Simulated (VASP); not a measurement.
Ga3P2N:

```xyz
6
Lattice="6.0132 0.0000 0.0000 -3.0066 5.2076 0.0000 0.0000 0.0000 3.6999" Properties=species:S:1:pos:R:3 pbc="T T T"
Ga    1.5033    2.6038    1.8500
Ga    3.0066    0.0000    1.8500
Ga   -1.5033    2.6038    1.8500
P     3.0066    1.7359    0.0000
P     0.0000    3.4717    0.0000
N     0.0000    0.0000    1.8500
```

- Program: VASP 6.6.1
- Task: relaxation of cell and atoms
- Functional: PBE
- Potentials or basis: VASP PAW PBE potentials, release 64 (Ga_d, P, N)
- Cutoff: 600 eV
- k mesh: 3 × 3 × 6
- Occupations: gaussian, width 0.1 eV
- Spin: collinear spin, ferromagnetic start
- Starting moments: [0.0, 0.0, 0.0, 0.0, 0.0, 2.05] μB

At the start: pressure -0.6 GPa; volume 19.31 Å³/atom.

Problem. Where does the relaxation end?

Solution. Over 7 steps the energy falls by 21.1 meV/atom and the volume is 19.40 Å³/atom (+0.5 %); space group P6/mmm (No. 191, to 0.05 Å); moment 1.94 μB per cell.

The path:
| step | energy change (eV) | largest force (eV/Å) | pressure (GPa) | volume (Å³) |
| --- | --- | --- | --- | --- |
| 1 | 0.0000 | 0.0000 | -0.63 | 115.86 |
| 2 | -0.0818 | 0.0000 | 0.09 | 114.54 |
| 3 | -0.0891 | 0.0000 | 2.53 | 112.42 |
| 4 | -0.1123 | 0.0000 | 1.14 | 113.50 |
| 5 | -0.1126 | 0.0000 | 1.32 | 113.36 |
| 6 | -0.1266 | 0.0000 | 0.26 | 116.02 |
| 7 | -0.1267 | 0.0000 | 0.08 | 116.41 |

Final structure:
```cif
data_structure
_symmetry_space_group_name_H-M 'P 1'
_symmetry_Int_Tables_number 1
_cell_length_a 6.1810
_cell_length_b 6.1810
_cell_length_c 3.5183
_cell_angle_alpha 90.000
_cell_angle_beta 90.000
_cell_angle_gamma 120.000
_cell_volume 116.41
loop_
_atom_site_label
_atom_site_type_symbol
_atom_site_fract_x
_atom_site_fract_y
_atom_site_fract_z
_atom_site_occupancy
Ga1 Ga 0.50000 0.50000 0.50000 1
Ga2 Ga 0.50000 0.00000 0.50000 1
Ga3 Ga 0.00000 0.50000 0.50000 1
P1 P 0.66667 0.33333 0.00000 1
P2 P 0.33333 0.66667 0.00000 1
N1 N 0.00000 0.00000 0.50000 1
```

Caveat: the k points lie up to 0.39 Å⁻¹ apart in the final cell.
